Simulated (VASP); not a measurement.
**Ga8N7 (a cell with a defect): relaxation of the atoms with PBE**

The system is Ga8N7 (a cell with a defect).

```
Ga N
1.0
     0.00000    0.00000    5.24317
     3.21837    5.57438    0.00000
    -6.43674    0.00000    0.00000
Ga N
8 7
Direct
  0.51869 0.16667 0.33333
  0.49005 0.16491 0.83246
  0.49005 0.66754 0.33509
  0.49005 0.66754 0.83246
  0.00822 0.33665 0.67329
  0.00822 0.33665 0.16335
  0.99103 0.83333 0.66667
  0.00822 0.82671 0.16335
  0.86790 0.16935 0.83468
  0.86790 0.66532 0.33065
  0.86790 0.66532 0.83468
  0.38464 0.32703 0.65406
  0.38464 0.32703 0.17297
  0.36199 0.83333 0.66667
  0.38464 0.84594 0.17297
```

This cell differs from its parent crystal: atoms taken out.

```yaml
Program: VASP 6.6.1
Task: relaxation of the atoms
Functional: PBE
Potentials_or_basis: VASP PAW PBE potentials, release 64 (Ga_d, N)
Cutoff: 520 eV
k_mesh: 1 × 1 × 1
Occupations: gaussian, width 0.01 eV
Spin: no spin polarisation
Dipole_correction: no
Charge: 1
Further_INCAR_settings: LREAL = Auto; ALGO = Normal; EDIFF = 1e-07; IBRION = 2; EDIFFG = -0.025; NSW = 65; NELECT = 138.0
```

```json
{
 "Energy gained by relaxing": "9.2 meV/atom",
 "Ionic steps": "10",
 "Largest force after relaxing": "0.010 eV/Å"
}
```

Forces on the atoms (eV/Å):
```
Ga   0.000  0.000 -0.010
Ga   0.000  0.004  0.002
Ga   0.004 -0.002  0.002
Ga  -0.004 -0.002  0.002
Ga   0.005 -0.003  0.004
Ga  -0.005 -0.003  0.004
Ga   0.000  0.000 -0.002
Ga   0.000  0.006  0.004
N    0.000  0.003 -0.001
N    0.002 -0.001 -0.001
N   -0.002 -0.001 -0.001
N   -0.007  0.004  0.003
N    0.007  0.004  0.003
N    0.000  0.000 -0.010
N    0.000 -0.008  0.003
```

Step by step:
```tsv
step	energy change (eV)	largest force (eV/Å)	pressure (GPa)
1	0.0000	0.8082	-10.72
2	-0.0937	0.2868	-11.49
3	-0.1064	0.4447	-11.89
4	-0.1248	0.2168	-11.86
5	-0.1257	0.1586	-11.85
6	-0.1331	0.0915	-11.70
7	-0.1355	0.1383	-11.54
8	-0.1370	0.0499	-11.42
9	-0.1372	0.0289	-11.45
10	-0.1373	0.0100	-11.42
```

Final structure:
```xyz
15
Lattice="0.0000 0.0000 5.2432 3.2184 5.5744 0.0000 -6.4367 0.0000 0.0000" Properties=species:S:1:pos:R:3 pbc="T T T"
Ga   -1.6092    0.9291    2.6479
Ga   -4.8276    0.9185    2.5994
Ga   -0.0092    3.7216    2.5994
Ga   -3.2092    3.7216    2.5994
Ga   -3.2056    1.8508    5.2407
Ga   -0.0127    1.8508    5.2407
Ga   -1.6092    4.6453    0.0095
Ga    1.6092    4.6600    5.2407
N    -4.8276    0.9412    4.5816
N     0.0105    3.7102    4.5816
N    -3.2288    3.7102    4.5816
N    -3.1651    1.8274    1.9834
N    -0.0533    1.8274    1.9834
N    -1.6092    4.6453    1.9665
N     1.6092    4.7068    1.9834
```

Levels at points of the mesh, in eV from the Fermi level:
```tsv
k point	band 65	band 66	band 67	band 68	band 69	band 70	band 71	band 72	band 73	band 74
(0.00, 0.00, 0.00)	-0.89	-0.87	-0.74	-0.08	-0.08	2.75	3.25	3.96	3.96	4.52
```

Run time: 13 min on 1 thread of Intel Xeon 8259CL, on a shared host, peak memory 0.29 GiB.

Caveat: the k points lie up to 1.20 Å⁻¹ apart; the cell carries a net charge on a neutralising background, which shifts energy and pressure; the cell differs from its parent crystal (atoms taken out); the cell is charged against a uniform background, so pressure and absolute levels hang on convention.
